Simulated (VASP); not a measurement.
Input of a VASP 6.6.1 run:

The input INCAR:

```
SYSTEM = Be3Ag
ALGO = Normal
EDIFF = 1E-6
ENCUT = 520
GGA = PE
ISIF = 2
ISMEAR = 0
ISYM = 0
LASPH = .TRUE.
LCHARG = .FALSE.
LREAL = Auto
LWAVE = .FALSE.
NBANDS = 58
NELM = 60
PREC = Accurate
SIGMA = 0.1
```

Contents of KPOINTS:

```
Automatic mesh
0
Gamma
  2 2 2
  0.5 0.5 0.5
```

POSCAR

```
Be3Ag
1.0
    5.8740644417      0.0166371581      0.1389269221
    0.0160891589      6.0929798101      0.0043369842
    0.1419330427      0.0039215805      5.9365603191
Be Ag
15 5
Direct
    0.6104871937      0.5729185683      0.8368132375
    0.7074823106      0.2387947274      0.7219041234
    0.4854379815      0.8297299897      0.4342413173
    0.3914528037      0.6004981435      0.1881769730
    0.7218485793      0.3477818245      0.0848932652
    0.0771114820      0.3677512518      0.2746237082
    0.9783666570      0.4823253909      0.7632196313
    0.3467540807      0.5095076871      0.5763368613
    0.5851911730      0.9869141908      1.0463446755
    0.9598474226      0.1043954428      0.9591141850
    0.2030925635      0.9876431351      0.2078239617
    0.0907466929      0.1603111126      0.5910596661
    0.7491596316      0.4983451780      0.4600267123
    0.1124754022      0.7165837782      0.4426730746
    0.8411395365      0.0849124065      0.3242039198
    0.3206772921      0.2964384493      0.9207725328
    0.8056948328      0.8632425556      0.6719681838
    0.2683212150      0.8180741162      0.8223539544
    0.8773594701      0.7130034214      0.1334134980
    0.4612772742      0.2128919024      0.3819693211
```

Potentials or basis: VASP PAW PBE potentials, release 64 (Be, Ag).

Run with:

```sh
$ cat potpaw_PBE.64/Be/POTCAR potpaw_PBE.64/Ag/POTCAR > POTCAR
$ mpirun -np 1 vasp_std > vasp.out
```

Q: Estimate the pressure.

A: 0.0 GPa.

Q: Predict the largest force.

A: 0.049 eV/Å.

Q: Predict the band gap on the k mesh.

A: Zero (an odd number of electrons rules out a gap without spin polarisation).

Forces on the atoms (eV/Å):
```
Be   0.006  0.009 -0.016
Be  -0.032 -0.007 -0.001
Be   0.028  0.027  0.030
Be   0.000 -0.002 -0.029
Be   0.003 -0.013  0.015
Be  -0.016 -0.005 -0.031
Be   0.028 -0.008  0.002
Be   0.001 -0.005 -0.005
Be   0.008  0.002 -0.019
Be  -0.011  0.007  0.014
Be  -0.022  0.003  0.015
Be   0.007  0.003  0.037
Be   0.001  0.006 -0.008
Be  -0.017  0.014 -0.008
Be  -0.009 -0.001  0.006
Ag   0.006 -0.016 -0.009
Ag  -0.002 -0.002 -0.008
Ag   0.005  0.008  0.007
Ag  -0.008  0.005  0.006
Ag   0.024 -0.025  0.003
```

Caveat: the k points lie up to 0.54 Å⁻¹ apart, too coarse for converged energies and pressures of a metal.
